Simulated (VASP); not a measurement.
SnTe:

```
Sn Te
1.0
     0.00000    3.18933    3.18933
     3.18933    0.00000    3.18933
     3.18933    3.18933    0.00000
Sn Te
1 1
Cartesian
  0.0000 0.0000 0.0000
  3.1893 3.1893 3.1893
```

Base run:

| Property | Result |
| --- | --- |
| Program | VASP 6.6.1 |
| Functional | PBE |
| Potentials or basis | VASP PAW PBE potentials, release 64 (Sn_d, Te) |
| Cutoff | 520 eV |
| k mesh | 8 × 8 × 8 |
| Occupations | fermi-dirac, width 0.02 eV |
| Spin | no spin polarisation |

Its results: band gap on the k mesh 0.01 eV; pressure 0.6 GPa.

The run is repeated on the same cell with these changes: functional from PBE to r2SCAN; further incar settings from ALGO = Normal; EDIFF = 1e-07; NBANDS = 17 to ALGO = Normal; EDIFF = 1e-06; NBANDS = 17. What comes out?

Band gap on the k mesh 0.14 eV; pressure -0.1 GPa.

Caveats: spin-orbit coupling is left out, which moves the levels of the heavy elements; the PAW data sets were made with another functional, which shifts forces and pressure a little (at least some runs).

A k mesh can miss the band edges.
